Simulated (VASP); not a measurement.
# Ti (P6_3/mmc) in VASP: further runs

Aim: see how the results for Ti move with the level of theory and the settings. Levels: HSE06, r2SCAN+rVV10, B3LYP, PBE0. Tasks: single point.

All numbers are computed with VASP 6.6.1; they aren't measurements. Logs are shortened: lines on timing, memory, paths and dates and some standing lists are left out, and cuts for length are marked.

**1. The cell of the first run**

It takes space group P6_3/mmc (No. 194, hexagonal). The conventional cell has a = 2.950 Å, b = 2.950 Å, c = 4.680 Å, α = 90.00°, β = 90.00°, γ = 120.00°. Within 3.8 Å of Ti (site symmetry -6m2) lie 12 Ti at 2.89 to 2.95 Å.

**2. Single point, HSE06**

Contents of POSCAR:

```
Ti
1.0
    2.9500000000      0.0000000000      0.0000000000
   -1.4750000000      2.5547749412      0.0000000000
    0.0000000000      0.0000000000      4.6800000000
Ti
2
Direct
    0.6666666667      0.3333333333      0.7500000000
    0.3333333333      0.6666666667      0.2500000000
```

Contents of INCAR.step1:

```
ALGO = Normal
EDIFF = 1E-5
ENCUT = 520
GGA = PE
ISIF = 2
ISMEAR = -1
LASPH = True
LCHARG = False
LREAL = False
LWAVE = True
NBANDS = 19
NELM = 100
PREC = Accurate
SIGMA = 0.01
```

Contents of INCAR.step2:

```
ALGO = Normal
EDIFF = 1E-6
ENCUT = 520
GGA = PE
HFSCREEN = 0.2079
ISIF = 2
ISMEAR = -1
ISTART = 1
LASPH = True
LCHARG = False
LHFCALC = True
LREAL = False
LWAVE = False
NBANDS = 19
NELM = 100
PREC = Accurate
PRECFOCK = Normal
SIGMA = 0.01
```

Contents of KPOINTS:

```
k-points
0
Gamma
  7 7 4
```

Potentials or basis: VASP PAW PBE potentials, release 64 (Ti_sv).

Started as:

```
$ cat potpaw_PBE.64/Ti_sv/POTCAR > POTCAR
$ cp INCAR.step1 INCAR
$ mpirun -np 1 vasp_std > vasp.out
$ cp INCAR.step2 INCAR
$ mpirun -np 1 vasp_std > vasp.out
```

OUTCAR:

```text
EDIFF = 1E-6
   ENCUT = 520
   GGA = PE
   HFSCREEN = 0.2079
   ISIF = 2
   ISMEAR = -1
   ISTART = 1
   LASPH = True
   LHFCALC = True
   LREAL = False
   NELM = 100
   PREC = Accurate
   PRECFOCK = Normal

 ion  position               nearest neighbor table
   1  0.667  0.333  0.750-   2 2.89   2 2.89   2 2.89   2 2.89   2 2.89   2 2.89
   2  0.333  0.667  0.250-   1 2.89   1 2.89   1 2.89   1 2.89   1 2.89   1 2.89

  LATTYP: Found a hexagonal cell.
 ALAT       =     2.9500000000
 C/A-ratio  =     1.5864406780

  Lattice vectors:

 A1 = (   2.9500000000,   0.0000000000,   0.0000000000)
 A2 = (  -1.4750000000,   2.5547749412,   0.0000000000)
 A3 = (   0.0000000000,   0.0000000000,   4.6800000000)

Analysis of symmetry for initial positions (statically):
=====================================================================
 Subroutine PRICEL returns:
 Original cell was already a primitive cell.

 Routine SETGRP: Setting up the symmetry group for a
 hexagonal supercell.

 Subroutine GETGRP returns: Found 24 space group operations
 (whereof 12 operations were pure point group operations)
 out of a pool of 24 trial point group operations.

The static configuration has the point symmetry D_3d.
 The point group associated with its full space group is D_6h.

Analysis of symmetry for dynamics (positions and initial velocities):
=====================================================================
 Subroutine PRICEL returns:
 Original cell was already a primitive cell.

 Routine SETGRP: Setting up the symmetry group for a
 hexagonal supercell.

 Subroutine GETGRP returns: Found 24 space group operations
 (whereof 12 operations were pure point group operations)
 out of a pool of 24 trial point group operations.

The dynamic configuration has the point symmetry D_3d.
 The point group associated with its full space group is D_6h.

 Subroutine INISYM returns: Found 24 space group operations
 (whereof 12 operations are pure point group operations),
 and found     1 'primitive' translations

----------------------------------------------------------------------------------------

                                     Primitive cell

  volume of cell :      35.2712

  direct lattice vectors                    reciprocal lattice vectors
     2.950000000  0.000000000  0.000000000     0.338983051  0.195711956  0.000000000
    -1.475000000  2.554774941  0.000000000     0.000000000  0.391423911  0.000000000
     0.000000000  0.000000000  4.680000000     0.000000000  0.000000000  0.213675214

  length of vectors
     2.950000000  2.950000000  4.680000000     0.391423911  0.391423911  0.213675214

  position of ions in fractional coordinates (direct lattice)
     0.666666667  0.333333333  0.750000000
     0.333333333  0.666666667  0.250000000

  ion indices of the primitive-cell ions
   primitive index   ion index
                 1           1
                 2           2

----------------------------------------------------------------------------------------

 KPOINTS: k-points

Automatic generation of k-mesh.
 Grid dimensions read from file:
 generate k-points for:    7    7    4

 Generating k-lattice:

  Cartesian coordinates                     Fractional coordinates (reciprocal lattice)
     0.048426150  0.027958851  0.000000000     0.142857143 -0.000000000  0.000000000
     0.000000000  0.055917702  0.000000000     0.000000000  0.142857143  0.000000000
     0.000000000  0.000000000  0.053418803     0.000000000  0.000000000  0.250000000

  Length of vectors
     0.055917702  0.055917702  0.053418803

  Shift w.r.t. Gamma in fractional coordinates (k-lattice)
     0.000000000  0.000000000  0.000000000

 Subroutine IBZKPT returns following result:
 ===========================================

 Found     24 irreducible k-points:

 Following reciprocal coordinates:
            Coordinates               Weight
  0.000000  0.000000  0.000000      1.000000
  0.142857  0.000000  0.000000      6.000000
  0.285714 -0.000000  0.000000      6.000000
  0.428571 -0.000000  0.000000      6.000000
  0.142857  0.142857  0.000000      6.000000
  0.285714  0.142857  0.000000     12.000000
[... 16 lines left out ...]
  0.428571  0.142857  0.500000      6.000000
  0.285714  0.285714  0.500000      6.000000
   k-points           NKPTS =     24   k-points in BZ     NKDIM =    196   number of bands    NBANDS=     19
   number of dos      NEDOS =    301   number of ions     NIONS =      2
   total plane-waves  NPLWV =  20736
   dimension x,y,z NGX =    24 NGY =   24 NGZ =   36
   dimension x,y,z NGXF=    48 NGYF=   48 NGZF=   72
   ions per type =               2
   NGX,Y,Z   is equivalent  to a cutoff of  13.53, 13.53, 12.79 a.u.
   NGXF,Y,Z  is equivalent  to a cutoff of  27.05, 27.05, 25.58 a.u.
 SYSTEM =  unknown system
   PREC   = accura    normal or accurate (medium, high low for compatibility)
   ISTART =      1    job   : 0-new  1-cont  2-samecut
   ICHARG =      0    charge: 1-file 2-atom 10-const
   ISPIN  =      1    spin polarized calculation?
   LNONCOLLINEAR =      F non collinear calculations
   LSORBIT =      F    spin-orbit coupling
   LASPH  =      T    aspherical Exc in radial PAW
   ENCUT  =  520.0 eV  38.22 Ry    6.18 a.u.   5.49  5.49  8.70*2*pi/ulx,y,z
   NELM   =    100;   NELMIN=  2; NELMDL=  0     # of ELM steps
   EDIFF  = 0.1E-05   stopping-criterion for ELM
   LREAL  =      F    real-space projection
   EDIFFG = 0.1E-04   stopping-criterion for IOM
   NSW    =      0    number of steps for IOM
   IBRION =     -1    ionic relax: 0-MD 1-quasi-New 2-CG
   NFREE  =      0    steps in history (QN), initial steepest desc. (CG)
   ISIF   =      2    stress and relaxation
   ISYM   =      3    0-nonsym 1-usesym 2-fastsym
   POTIM  = 0.5000    time-step for ionic-motion
   TEBEG  =    0.0;   TEEND  =   0.0 temperature during run
   PSTRESS=    0.0 pullay stress
   NELECT =      24.0000    total number of electrons
   NUPDOWN=      -1.0000    fix difference up-down
   EMIN   =  10.00;   EMAX   =-10.00  energy-range for DOS
   EFERMI =   0.00;   METHOD = LEGACY
   ISMEAR =    -1;   SIGMA  =   0.01  broadening in eV -4-tet -1-fermi 0-gaus
   EFERMI_NEDOS =   21; number of points for ismear=-14 and -15
   IALGO  =     38    algorithm
   IMIX   =      1    mixing-type and parameters
     AMIX     =   0.40;   BMIX     =  1.00
     AMIX_MAG =   1.60;   BMIX_MAG =  1.00
  volume/ion in A,a.u.               =      17.64       119.01
  Fermi-wavevector in a.u.,A,eV,Ry     =   1.439920  2.721055 28.209912  2.073370
  Thomas-Fermi vector in A             =   2.558722
   LORBIT       =      0    0 simple, 1 ext, 2 COOP (PROOUT), +10 PAW based schemes
   GGA     = PE    functional components
   LHFCALC =     T    Hartree Fock is set to
   PRECFOCK=normal    Normal, Fast or Accurate (Low or Medium for compatibility)
   ENCUT4O =  -1.0   cutoff for four orbital integrals eV
   NKREDX  =     1    reduce k-point grid by
   NKREDY  =     1    reduce k-point grid by
   NKREDZ  =     1    reduce k-point grid by
   AEXX    =    0.2500 exact exchange contribution
   HFSCREEN=    0.2079 screening length (either q_TF or 0.3 A-1)
   HFSCREENC=   0.2079 screening length for correlation (either q_TF or 0.3 A-1)
   ENCUTFOCK=  -1.0 apply spherical cutoff to Coloumb kernel
   IVDW    =     0    specifies the selected vdW correction
   LEPSILON=     F    determine dielectric tensor
   LRPA    =     F    only Hartree local field effects (RPA)
 non-spin polarized calculation
  energy-cutoff  :      520.00
  volume of cell :       35.27
 maximum number of plane-waves:       966
 NGX is ok and might be reduce to    24
  NGX = 18; NGY = 18; NGZ = 28

 number of electron      24.0000002 magnetization

 Free energy of the ion-electron system (eV)
  ---------------------------------------------------
  ext. energy  EPLUGINS =         0.00000000
  ---------------------------------------------------
  free energy    TOTEN  =       -18.93286720 eV

  energy without entropy =      -18.93184272  energy(sigma->0) =      -18.93235496

 E-fermi :   8.5031     XC(G=0):  -9.4116

 val. band max:        8.4947080072   @ k =   0.2857   0.2857   0.2500
 cond. band min:       8.5316584627   @ k =   0.2857   0.2857   0.2500
 fundamental gap:      0.0369504555
 Fermi energy:         8.5030991957

 k-point     1 :       0.0000    0.0000    0.0000
  band No.  band energies     occupation
      1     -53.6457      2.00000
      2     -53.5088      2.00000
      3     -28.5826      2.00000
      4     -27.9226      2.00000
      5     -27.9226      2.00000
      6     -27.8529      2.00000
[... 11 lines left out ...]
     18      10.6288      0.00000
     19      12.1528      0.00000

 k-point     2 :       0.1429    0.0000    0.0000
  band No.  band energies     occupation
      1     -53.6261      2.00000
      2     -53.5013      2.00000
      3     -28.5340      2.00000
      4     -28.0135      2.00000
      5     -27.9502      2.00000
      6     -27.9210      2.00000
[... 11 lines left out ...]
     18      10.4420      0.00000
     19      12.3372      0.00000

 k-point     3 :       0.2857   -0.0000    0.0000
  band No.  band energies     occupation
      1     -53.5790      2.00000
      2     -53.4873      2.00000
      3     -28.4107      2.00000
      4     -28.2256      2.00000
      5     -28.1182      2.00000
      6     -28.0084      2.00000
[... 11 lines left out ...]
     18      11.3773      0.00000
     19      12.5694      0.00000

 k-point     4 :       0.4286   -0.0000    0.0000
  band No.  band energies     occupation
      1     -53.5345      2.00000
      2     -53.4825      2.00000
      3     -28.4004      2.00000
      4     -28.2769      2.00000
      5     -28.2648      2.00000
      6     -28.0528      2.00000
[... 407 lines left out ...]
     18      12.3150      0.00000
     19      12.7556      0.00000

 k-point    23 :       0.4286    0.1429    0.5000
  band No.  band energies     occupation
      1     -53.5014      2.00000
      2     -53.5014      2.00000
      3     -28.4539      2.00000
      4     -28.4539      2.00000
      5     -28.0824      2.00000
      6     -28.0824      2.00000
[... 11 lines left out ...]
     18      12.2038      0.00000
     19      13.6779      0.00000

 k-point    24 :       0.2857    0.2857    0.5000
  band No.  band energies     occupation
      1     -53.4984      2.00000
      2     -53.4984      2.00000
      3     -28.4043      2.00000
      4     -28.4043      2.00000
      5     -28.1632      2.00000
      6     -28.1632      2.00000
[... 11 lines left out ...]
     18      12.1712      0.00000
     19      14.6883      0.00000

------------------------ aborting loop because EDIFF is reached ----------------------------------------

  FORCE on cell =-STRESS in cart. coord.  units (eV):
  Direction    XX          YY          ZZ          XY          YZ          ZX
  --------------------------------------------------------------------------------------
  -------------------------------------------------------------------------------------
  Total       -0.9320617     -0.9320617     -0.5869924     -0.0000000     -0.0000000     -0.0000000
  in kB      -42.3384287    -42.3384287    -26.6638305     -0.0000000     -0.0000000     -0.0000000
  external PRESSURE =     -37.1135626 kB  Pullay stress =       0.0000000 kB

 VOLUME and BASIS-vectors are now :
 -----------------------------------------------------------------------------
  energy-cutoff  :      520.00
  volume of cell :       35.27
      direct lattice vectors                 reciprocal lattice vectors
     2.950000000  0.000000000  0.000000000     0.338983051  0.195711956  0.000000000
    -1.475000000  2.554774941  0.000000000     0.000000000  0.391423911  0.000000000
     0.000000000  0.000000000  4.680000000     0.000000000  0.000000000  0.213675214

 POSITION                                       TOTAL-FORCE (eV/Angst)
 -----------------------------------------------------------------------------------
      1.47500      0.85159      3.51000         0.000000     -0.000000      0.000000
     -0.00000      1.70318      1.17000        -0.000000      0.000000     -0.000000
 -----------------------------------------------------------------------------------
    total drift:                                0.000001     -0.000001      0.000003

  FREE ENERGIE OF THE ION-ELECTRON SYSTEM (eV)
  ---------------------------------------------------
  free  energy   TOTEN  =       -18.9328671970 eV

  energy  without entropy=      -18.9318427225  energy(sigma->0) =      -18.93235496
```

Wall time 2.2 h (1 thread of Intel Xeon Platinum 8259CL at 2.50GHz (Skylake/Cascade Lake), shared host); peak memory 0.27 GiB.

What came out:

- Free energy: -18.9329 eV
- Pressure: -3.7 GPa
- Band gap on the k mesh: zero (bands 12 and 13 overlap by 1.63 eV)

Stress tensor (GPa, compression positive):
```
-4.23  0.00  0.00
 0.00 -4.23  0.00
 0.00  0.00 -2.67
```

Caveat: the cell stands under tension; the PAW data sets were made with another functional, which shifts forces and pressure a little.

(Continued in part 2 of 2.)

The gap in the log of VASP goes by the Fermi energy; the results here count the filled bands.